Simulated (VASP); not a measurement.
# Ga (Im-3m) in VASP: further runs

The runs below take Ga through single point, with PBEsol.

Everything below comes from runs of VASP 6.6.1. Logs are shortened: lines on timing, memory, paths and dates and some standing lists are left out, and cuts for length are marked.

### 1 The cell of the first run

The structure is cubic, space group Im-3m (No. 229). The conventional cell has a = 3.298 Å, b = 3.298 Å, c = 3.298 Å, α = 90.00°, β = 90.00°, γ = 90.00°. Within 3.8 Å of Ga (site symmetry m-3m) lie 14 Ga at 2.86 to 3.30 Å.

### 2 Single point, PBEsol

The input, INCAR:

```
PREC     = Accurate       # precision mode
ENCUT    = 500            # plane-wave cutoff, eV
EDIFF    = 1E-6           # SCF threshold, eV
ISMEAR   = -1             # smearing method
SIGMA    = 0.05           # smearing width, eV
LREAL    = F              # projectors in reciprocal space
LASPH    = T              # aspherical terms in the spheres
NELM     = 120            # most SCF steps
ALGO     = Normal         # electronic algorithm
ISIF     = 2              # what is computed and relaxed
LWAVE    = F              # write WAVECAR
LCHARG   = F              # write CHGCAR
GGA      = PS             # functional
NBANDS   = 12             # bands
GGA_COMPAT= F
```

The input, KPOINTS:

```
Automatic mesh
0
Gamma
  9 9 9
```

The input, POSCAR:

```
Ga
1.0
    1.6490949640      1.6490949640      1.6490949640
   -1.6490949640      1.6490949640      1.6490949640
   -1.6490949640     -1.6490949640      1.6490949640
Ga
1
Direct
    0.0000000000      0.0000000000      0.0000000000
```

Potentials or basis: VASP PAW PBE potentials, release 64 (Ga_d).

On the command line:

```
$ cat potpaw_PBE.64/Ga_d/POTCAR > POTCAR
$ mpirun -np 1 vasp_std > vasp.out
```

OUTCAR:

```text
PREC = Accurate
   ENCUT = 500
   EDIFF = 1E-6
   ISMEAR = -1
   LREAL = F
   LASPH = T
   NELM = 120
   ISIF = 2
   GGA = PS

 ion  position               nearest neighbor table
   1  0.000  0.000  0.000-

  LATTYP: Found a body centered cubic cell.
 ALAT       =     3.2981899280

  Lattice vectors:

 A1 = (   1.6490949640,  -1.6490949640,  -1.6490949640)
 A2 = (   1.6490949640,   1.6490949640,   1.6490949640)
 A3 = (  -1.6490949640,  -1.6490949640,   1.6490949640)

Analysis of symmetry for initial positions (statically):
=====================================================================
 Subroutine PRICEL returns:
 Original cell was already a primitive cell.

 Routine SETGRP: Setting up the symmetry group for a
 body centered cubic supercell.

 Subroutine GETGRP returns: Found 48 space group operations
 (whereof 48 operations were pure point group operations)
 out of a pool of 48 trial point group operations.

The static configuration has the point symmetry O_h .

Analysis of symmetry for dynamics (positions and initial velocities):
=====================================================================
 Subroutine PRICEL returns:
 Original cell was already a primitive cell.

 Routine SETGRP: Setting up the symmetry group for a
 body centered cubic supercell.

 Subroutine GETGRP returns: Found 48 space group operations
 (whereof 48 operations were pure point group operations)
 out of a pool of 48 trial point group operations.

The dynamic configuration has the point symmetry O_h .

 Subroutine INISYM returns: Found 48 space group operations
 (whereof 48 operations are pure point group operations),
 and found     1 'primitive' translations

----------------------------------------------------------------------------------------

                                     Primitive cell

  volume of cell :      17.9389

  direct lattice vectors                    reciprocal lattice vectors
     1.649094964  1.649094964  1.649094964     0.303196608  0.000000000  0.303196608
    -1.649094964  1.649094964  1.649094964    -0.303196608  0.303196608  0.000000000
    -1.649094964 -1.649094964  1.649094964     0.000000000 -0.303196608  0.303196608

  length of vectors
     2.856316264  2.856316264  2.856316264     0.428784756  0.428784756  0.428784756

  position of ions in fractional coordinates (direct lattice)
     0.000000000  0.000000000  0.000000000

[... 75 lines left out ...]
   EDIFF  = 0.1E-05   stopping-criterion for ELM
   LREAL  =      F    real-space projection
   EDIFFG = 0.1E-04   stopping-criterion for IOM
   NSW    =      0    number of steps for IOM
   IBRION =     -1    ionic relax: 0-MD 1-quasi-New 2-CG
   NFREE  =      0    steps in history (QN), initial steepest desc. (CG)
   ISIF   =      2    stress and relaxation
   ISYM   =      2    0-nonsym 1-usesym 2-fastsym
   POTIM  = 0.5000    time-step for ionic-motion
   TEBEG  =    0.0;   TEEND  =   0.0 temperature during run
   PSTRESS=    0.0 pullay stress
   NELECT =      13.0000    total number of electrons
   NUPDOWN=      -1.0000    fix difference up-down
   EMIN   =  10.00;   EMAX   =-10.00  energy-range for DOS
   EFERMI =   0.00;   METHOD = LEGACY
   ISMEAR =    -1;   SIGMA  =   0.05  broadening in eV -4-tet -1-fermi 0-gaus
   EFERMI_NEDOS =   21; number of points for ismear=-14 and -15
   IALGO  =     38    algorithm
   IMIX   =      4    mixing-type and parameters
     AMIX     =   0.40;   BMIX     =  1.00
     AMIX_MAG =   1.60;   BMIX_MAG =  1.00
  volume/ion in A,a.u.               =      17.94       121.06
  Fermi-wavevector in a.u.,A,eV,Ry     =   1.470473  2.778790 29.419739  2.162290
  Thomas-Fermi vector in A             =   2.585725
   LORBIT       =      0    0 simple, 1 ext, 2 COOP (PROOUT), +10 PAW based schemes
   GGA     = PS    functional components
   LHFCALC =     F    Hartree Fock is set to
   AEXX    =    0.0000 exact exchange contribution
   IVDW    =     0    specifies the selected vdW correction
   LEPSILON=     F    determine dielectric tensor
   LRPA    =     F    only Hartree local field effects (RPA)
 non-spin polarized calculation
  energy-cutoff  :      500.00
  volume of cell :       17.94
 maximum number of plane-waves:       470
 NGX is ok and might be reduce to    24
   NGX = 11   NGY = 11   NGZ = 11

 number of electron      13.0000009 magnetization

 Free energy of the ion-electron system (eV)
  ---------------------------------------------------
  ext. energy  EPLUGINS =         0.00000000
  ---------------------------------------------------
  free energy    TOTEN  =        -3.30948913 eV

  energy without entropy =       -3.30384227  energy(sigma->0) =       -3.30666570

 E-fermi :   6.0197     XC(G=0): -11.4087

 val. band max:        5.8895313383   @ k =  -0.4444   0.3333   0.1111
 cond. band min:       6.0478644630   @ k =   0.4444   0.2222   0.1111
 fundamental gap:      0.1583331246
 Fermi energy:         6.0197456760

 k-point     1 :       0.0000    0.0000    0.0000
  band No.  band energies     occupation
      1      -9.0340      2.00000
      2      -9.0340      2.00000
      3      -9.0340      2.00000
      4      -8.8209      2.00000
      5      -8.8209      2.00000
      6      -5.5602      2.00000
      7      19.0611      0.00000
      8      19.0611      0.00000
      9      19.0611      0.00000
     10      23.5758      0.00000
     11      23.5759      0.00000
     12      23.5771      0.00000
[... 331 lines left out ...]
 k-point    24 :       0.2222   -0.4444    0.1111
  band No.  band energies     occupation
      1      -9.0867      2.00000
      2      -9.0237      2.00000
      3      -8.8455      2.00000
      4      -8.8272      2.00000
      5      -8.8060      2.00000
      6       0.4538      2.00000
      7       6.2040      0.04901
      8       7.4189      0.00000
      9      10.1358      0.00000
     10      25.2751      0.00000
     11      25.8874      0.00000
     12      28.3248      0.00000

 [... further k-points ...]
[... 5 lines left out ...]
  --------------------------------------------------------------------------------------
  -------------------------------------------------------------------------------------
  Total        0.0041471      0.0041471      0.0041471     -0.0000000     -0.0000000     -0.0000000
  in kB        0.3703887      0.3703887      0.3703887     -0.0000000     -0.0000000     -0.0000000
  external PRESSURE =       0.3703887 kB  Pullay stress =       0.0000000 kB

 VOLUME and BASIS-vectors are now :
 -----------------------------------------------------------------------------
  energy-cutoff  :      500.00
  volume of cell :       17.94
      direct lattice vectors                 reciprocal lattice vectors
     1.649094964  1.649094964  1.649094964     0.303196608  0.000000000  0.303196608
    -1.649094964  1.649094964  1.649094964    -0.303196608  0.303196608  0.000000000
    -1.649094964 -1.649094964  1.649094964     0.000000000 -0.303196608  0.303196608

 POSITION                                       TOTAL-FORCE (eV/Angst)
 -----------------------------------------------------------------------------------
      0.00000      0.00000      0.00000        -0.000000      0.000000     -0.000000
 -----------------------------------------------------------------------------------
    total drift:                                0.000000      0.000000     -0.000000

  FREE ENERGIE OF THE ION-ELECTRON SYSTEM (eV)
  ---------------------------------------------------
  free  energy   TOTEN  =        -3.3094891317 eV

  energy  without entropy=       -3.3038422700  energy(sigma->0) =       -3.30666570
```

OSZICAR:

```text
N       E                     dE             d eps       ncg     rms          rms(c)
DAV:   1     0.409968326726E+02    0.40997E+02   -0.67759E+03   900   0.188E+03
DAV:   2    -0.125789745019E+01   -0.42255E+02   -0.40568E+02   908   0.253E+02
DAV:   3    -0.333734480477E+01   -0.20794E+01   -0.20755E+01   960   0.445E+01
DAV:   4    -0.335411282596E+01   -0.16768E-01   -0.16766E-01  1000   0.426E+00
DAV:   5    -0.335429854901E+01   -0.18572E-03   -0.18572E-03   964   0.433E-01    0.947E-01
DAV:   6    -0.331786152192E+01    0.36437E-01   -0.60014E-02  1032   0.510E+00    0.433E-01
DAV:   7    -0.331048451577E+01    0.73770E-02   -0.87767E-03  1140   0.162E+00    0.128E-01
DAV:   8    -0.330948875027E+01    0.99577E-03   -0.76468E-04  1124   0.480E-01    0.647E-03
DAV:   9    -0.330948913172E+01   -0.38146E-06   -0.59755E-06  1108   0.404E-02
   1 F= -.33094891E+01 E0= -.33066657E+01  d E =-.564686E-02
```

It took 5 s on 1 thread of AMD EPYC 9R45 (Zen 5), shared host; peak memory 0.11 GiB.

What came out:

| Quantity | Value |
| --- | --- |
| Free energy | -3.3095 eV |
| Pressure | 0.0 GPa |

Levels at points of the mesh, in eV from the Fermi level:
| k point | band 3 | band 4 | band 5 | band 6 | band 7 | band 8 | band 9 | band 10 |
| --- | --- | --- | --- | --- | --- | --- | --- | --- |
| (0.00, 0.00, 0.00) | -15.05 | -14.84 | -14.84 | -11.58 | 13.04 | 13.04 | 13.04 | 17.56 |

Caveat: the PAW data sets were made with another functional, which shifts forces and pressure a little.

[end of part 1 of 2]
